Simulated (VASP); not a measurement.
Crystal: C2N3.

```
CELL_PARAMETERS angstrom
6.04458 0.00000 0.00000
-3.02229 5.23476 0.00000
0.00000 0.00000 7.03345
ATOMIC_POSITIONS crystal
C 0.33333 0.66667 0.09758
C 0.33333 0.66667 0.90242
C 0.66667 0.33333 0.09758
C 0.66667 0.33333 0.90242
N 0.00000 0.00000 0.57828
N 0.00000 0.00000 0.42172
N 0.33333 0.66667 0.26344
N 0.33333 0.66667 0.73656
N 0.66667 0.33333 0.26344
N 0.66667 0.33333 0.73656
```

- Program: VASP 6.6.1
- Task: relaxation of cell and atoms
- Functional: PBE
- Potentials or basis: VASP PAW PBE potentials, release 64 (C, N)
- Cutoff: 600 eV
- k mesh: 6 × 6 × 4
- Occupations: gaussian, width 0.02 eV
- Spin: no spin polarisation

At the start: pressure 1.4 GPa; volume 22.26 Å³/atom.

How do energy, volume and symmetry change on relaxing?

Over 86 steps the energy falls by 11.2 meV/atom and the volume is 28.65 Å³/atom (+28.7 %); space group P6/mmm (No. 191, to 0.1 Å) before and after.

The path:
```csv
step,energy change (eV),largest force (eV/Å),pressure (GPa),volume (Å³)
1,0.0000,1.6956,1.35,222.55
4,-0.0120,0.1964,0.46,222.85
7,-0.0174,0.4769,0.00,225.87
10,-0.0237,0.4143,-0.04,227.78
13,-0.0313,1.3731,-0.21,244.18
16,-0.0544,0.6135,-0.35,243.47
19,-0.0889,1.8237,-0.94,272.90
22,-0.1092,0.3918,-0.25,289.90
25,-0.1108,0.0841,-0.06,286.33
28,-0.1109,0.0743,-0.04,286.00
31,-0.1110,0.0371,-0.03,285.46
34,-0.1110,0.0059,0.00,285.33
37,-0.1110,0.0389,0.01,285.29
40,-0.1111,0.0392,0.00,285.17
43,-0.1111,0.0728,-0.03,284.90
46,-0.1112,0.0672,-0.03,284.80
49,-0.1114,0.0704,-0.04,283.90
52,-0.1115,0.0286,0.00,283.28
55,-0.1115,0.0319,0.01,283.19
58,-0.1115,0.0108,0.01,283.21
61,-0.1116,0.0063,0.04,283.23
64,-0.1116,0.0297,0.04,283.39
67,-0.1116,0.0530,0.05,283.62
70,-0.1117,0.0548,0.03,284.12
73,-0.1118,0.0888,0.02,285.10
76,-0.1119,0.0309,0.04,286.11
79,-0.1119,0.0162,0.03,286.25
82,-0.1119,0.0129,0.01,286.42
85,-0.1119,0.0113,0.00,286.45
86,-0.1119,0.0061,0.01,286.46
```

Final structure:
```xyz
10
Lattice="6.7014 0.0000 0.0000 -3.3507 5.8036 0.0000 0.0000 0.0000 7.3655" Properties=species:S:1:pos:R:3 pbc="T T T"
C     0.0000    3.8690    0.6863
C     0.0000    3.8690    6.6793
C     3.3507    1.9345    0.6863
C     3.3507    1.9345    6.6793
N     0.0000    0.0000    4.2392
N     0.0000    0.0000    3.1264
N     0.0000    3.8690    1.8566
N     0.0000    3.8690    5.5090
N     3.3507    1.9345    1.8566
N     3.3507    1.9345    5.5090
```

Caveat: the standard files for N, O and F lose accuracy on very short bonds; the volume moved by over 15 % at a fixed basis, so the end points are rough; this functional lacks dispersion, which holds the molecules together, so the pressure and a relaxed volume are unreliable.
